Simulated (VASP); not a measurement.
# Na (Pm-3m) in VASP: further runs, part 2 of 2

VASP 6.6.1. Earlier steps stand in the parts before.

### 5 Single point, LDA (volume scaled by 0.5)

INCAR

```
PREC = Accurate
ENCUT = 520
EDIFF = 1E-6
ISMEAR = -1
SIGMA = 0.05
LREAL = False
LASPH = True
NELM = 100
ALGO = Normal
ISIF = 2
LWAVE = False
LCHARG = False
NBANDS = 10
```

KPOINTS

```
Automatic mesh
0
Gamma
  12 12 12
```

POSCAR

```
Na
1.0
    2.6138799412      0.0000000000      0.0000000000
    0.0000000000      2.6138799412      0.0000000000
    0.0000000000      0.0000000000      2.6138799412
Na
1
Direct
    0.0000000000      0.0000000000      0.0000000000
```

Potentials or basis: VASP PAW LDA potentials, release 64 (Na_pv).

Started as:

```console
cat potpaw_LDA.64/Na_pv/POTCAR > POTCAR
mpirun -np 1 vasp_std > vasp.out
```

OUTCAR:

```text
PREC = Accurate
   ENCUT = 520
   EDIFF = 1E-6
   ISMEAR = -1
   LREAL = False
   LASPH = True
   NELM = 100
   ISIF = 2

 ion  position               nearest neighbor table
   1  0.000  0.000  0.000-

  LATTYP: Found a simple cubic cell.
 ALAT       =     2.6138799412

  Lattice vectors:

 A1 = (   2.6138799412,   0.0000000000,   0.0000000000)
 A2 = (   0.0000000000,   2.6138799412,   0.0000000000)
 A3 = (   0.0000000000,   0.0000000000,   2.6138799412)

Analysis of symmetry for initial positions (statically):
=====================================================================
 Subroutine PRICEL returns:
 Original cell was already a primitive cell.

 Routine SETGRP: Setting up the symmetry group for a
 simple cubic supercell.

 Subroutine GETGRP returns: Found 48 space group operations
 (whereof 48 operations were pure point group operations)
 out of a pool of 48 trial point group operations.

The static configuration has the point symmetry O_h .

Analysis of symmetry for dynamics (positions and initial velocities):
=====================================================================
 Subroutine PRICEL returns:
 Original cell was already a primitive cell.

 Routine SETGRP: Setting up the symmetry group for a
 simple cubic supercell.

 Subroutine GETGRP returns: Found 48 space group operations
 (whereof 48 operations were pure point group operations)
 out of a pool of 48 trial point group operations.

The dynamic configuration has the point symmetry O_h .

 Subroutine INISYM returns: Found 48 space group operations
 (whereof 48 operations are pure point group operations),
 and found     1 'primitive' translations

----------------------------------------------------------------------------------------

                                     Primitive cell

  volume of cell :      17.8590

[... 108 lines left out ...]
  Fermi-wavevector in a.u.,A,eV,Ry     =   1.198088  2.264057 19.529989  1.435414
  Thomas-Fermi vector in A             =   2.333986
   LORBIT       =      0    0 simple, 1 ext, 2 COOP (PROOUT), +10 PAW based schemes
   GGA     = CA    functional components
   LHFCALC =     F    Hartree Fock is set to
   AEXX    =    0.0000 exact exchange contribution
   IVDW    =     0    specifies the selected vdW correction
   LEPSILON=     F    determine dielectric tensor
   LRPA    =     F    only Hartree local field effects (RPA)
 non-spin polarized calculation
  energy-cutoff  :      520.00
  volume of cell :       17.86
 maximum number of plane-waves:       500
 NGX is ok and might be reduce to    20
   NGX =  9   NGY =  9   NGZ =  9

 number of electron       7.0000012 magnetization

 Free energy of the ion-electron system (eV)
  ---------------------------------------------------
  ext. energy  EPLUGINS =         0.00000000
  ---------------------------------------------------
  free energy    TOTEN  =        -0.73967417 eV

  energy without entropy =       -0.73551681  energy(sigma->0) =       -0.73759549

 E-fermi :   3.3098     XC(G=0):  -9.1858

 val. band max:        3.2657428014   @ k =   0.3333   0.2500   0.2500
 cond. band min:       3.3397469573   @ k =   0.5000   0.0833   0.0833
 fundamental gap:      0.0740041559
 Fermi energy:         3.3097845764

 k-point     1 :       0.0000    0.0000    0.0000
  band No.  band energies     occupation
      1     -21.8781      2.00000
      2     -21.8781      2.00000
      3     -21.8781      2.00000
      4      -1.8318      2.00000
      5      15.1966      0.00000
      6      15.1966      0.00000
      7      19.5075      0.00000
      8      19.5075      0.00000
      9      19.5075      0.00000
     10      25.5101      0.00000
[... 287 lines left out ...]
 k-point    24 :       0.4167    0.3333    0.0000
  band No.  band energies     occupation
      1     -22.2893      2.00000
      2     -22.1878      2.00000
      3     -21.8048      2.00000
      4       4.1450      0.00000
      5       7.8651      0.00000
      6      10.8444      0.00000
      7      14.7524      0.00000
      8      23.1535      0.00000
      9      25.2294      0.00000
     10      25.7355      0.00000

 [... further k-points ...]

------------------------ aborting loop because EDIFF is reached ----------------------------------------

  FORCE on cell =-STRESS in cart. coord.  units (eV):
  Direction    XX          YY          ZZ          XY          YZ          ZX
  --------------------------------------------------------------------------------------
  -------------------------------------------------------------------------------------
  Total        2.0618085      2.0618085      2.0618085      0.0000000      0.0000000     -0.0000000
  in kB      184.9703037    184.9703037    184.9703037      0.0000000      0.0000000     -0.0000000
  external PRESSURE =     184.9703037 kB  Pullay stress =       0.0000000 kB

 VOLUME and BASIS-vectors are now :
 -----------------------------------------------------------------------------
  energy-cutoff  :      520.00
  volume of cell :       17.86
      direct lattice vectors                 reciprocal lattice vectors
     2.613879941  0.000000000  0.000000000     0.382573042  0.000000000  0.000000000
     0.000000000  2.613879941  0.000000000     0.000000000  0.382573042  0.000000000
     0.000000000  0.000000000  2.613879941     0.000000000  0.000000000  0.382573042

 POSITION                                       TOTAL-FORCE (eV/Angst)
 -----------------------------------------------------------------------------------
      0.00000      0.00000      0.00000         0.000000      0.000000      0.000000
 -----------------------------------------------------------------------------------
    total drift:                               -0.000000      0.000000      0.000000

  FREE ENERGIE OF THE ION-ELECTRON SYSTEM (eV)
  ---------------------------------------------------
  free  energy   TOTEN  =        -0.7396741716 eV

  energy  without entropy=       -0.7355168138  energy(sigma->0) =       -0.73759549
```

stdout:

```text
POSCAR found type information on POSCAR Na
 POSCAR found :  1 types and       1 ions
 scaLAPACK will be used
 LDA part: xc-table for (Slater(with rela. corr.)+CA(PZ))
 , standard interpolation
 POSCAR, INCAR and KPOINTS ok, starting setup
 FFT: planning ... GRIDC
 FFT: planning ... GRID_SOFT
 FFT: planning ... GRID
 WAVECAR not read
 entering main loop
```

It took 3.3 s on 1 thread of Intel Xeon 6975P-C (Granite Rapids), shared host; peak memory 0.12 GiB.

What came out:

```
Free energy : -0.7397 eV
Pressure    : 18.5 GPa
```

Levels at points of the mesh, in eV from the Fermi level:
```
           k point  band 1  band 2  band 3  band 4  band 5  band 6  band 7
(0.00, 0.00, 0.00)  -25.19  -25.19  -25.19   -5.14   11.89   11.89   16.20
(0.50, 0.00, 0.00)  -25.70  -25.14  -25.14   -0.21    1.04   15.59   18.09
(0.50, 0.50, 0.00)  -25.61  -25.61  -25.10    3.49    5.22    5.22    8.18
(0.50, 0.50, 0.50)  -25.53  -25.53  -25.53    7.96    7.96    7.96   10.17
```
